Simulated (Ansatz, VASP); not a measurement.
PbS in VASP and in Ansatz

Contents of INCAR:

```
SYSTEM = PbS
  PREC = Accurate
  ENCUT = 520
  EDIFF = 1E-7
  ISMEAR = -1
  SIGMA = 0.01
  LREAL = .FALSE.
  LASPH = .TRUE.
  NELM = 60
  ALGO = Normal
  ISIF = 2
  LWAVE = .FALSE.
  LCHARG = .FALSE.
  GGA = PE
  NBANDS = 28
```

The input KPOINTS:

```
Automatic mesh
0
G
  7 7 3
  0 0 0
```

File POSCAR:

```
PbS
1.0
    2.9993100000     -2.9580000000      0.0000000000
    2.9993100000      2.9580000000      0.0000000000
   -1.1016510000      0.0000000000     11.7092900000
Pb S
2 2
Direct
    0.7756000000      0.7756000000      0.6363800000
    0.2244000000      0.2244000000      0.3636200000
    0.2684000000      0.2684000000      0.5986000000
    0.7316000000      0.7316000000      0.4014000000
```

Input for Ansatz:

```yaml
crystal:
  lattice:
    - [2.99931, -2.958, 0.0]
    - [2.99931, 2.958, 0.0]
    - [-1.101651, 0.0, 11.70929]
  atoms:
    - { symbol: Pb, position: [0.7756, 0.7756, 0.63638] }
    - { symbol: Pb, position: [0.2244, 0.2244, 0.36362] }
    - { symbol: S, position: [0.2684, 0.2684, 0.5986] }
    - { symbol: S, position: [0.7316, 0.7316, 0.4014] }
kpoints:
  mp_grid: { grid: [7, 7, 3] }
  band_path:
    path:
      - [0.0, 0.0, 0.0]
      - [-0.4953132292, 0.4953132292, 0.0]
      - [-0.5046867708, -0.4953132292, 0.0]
      - [-0.5, -0.5, 0.0]
      - [0.0, 0.0, 0.0]
      - [-0.5, -0.5, 0.5]
      - [-0.5164067785, -0.4835932215, 0.5]
      - [-0.4835932215, 0.4835932215, 0.5]
      - [0.0, 0.0, 0.5]
    npoints: 5
scf:
  occupations: { method: fermi_dirac, width: 0.01 }
hamiltonian:
  xc: pbe
  pseudopotentials: { kind: all_electron, lapw: { basis_error: 0.0005 } }
output:
  forces: true
  stress: true
  eigenvalues: true
```

Change from the starting cell: equal xx and yy strain of +2 %.

Alike in both runs: task single point; functional PBE; k mesh 7 × 7 × 3; occupations fermi-dirac, width 0.01 eV; no spin polarisation.

|  | VASP | Ansatz |
| --- | --- | --- |
| version | VASP 6.6.1 | Ansatz 0.2.0 |
| potentials or method | VASP PAW PBE potentials, release 64 (Pb_d, S), cutoff 520 eV | all-electron LAPW, scalar-relativistic |

|  | VASP | Ansatz | Ansatz less VASP |
| --- | --- | --- | --- |
| gap on the k mesh at the Fermi level (eV) | 1.45 | 1.45 | +0.004 |
| rms of the force components (eV/Å) | 0.247 | 0.245 | -0.0015 |

Atom by atom the forces differ by 0.002 eV/Å (rms over components). Ansatz ran all-electron here, and VASP with PAW potentials.

Spin-orbit coupling is off throughout.
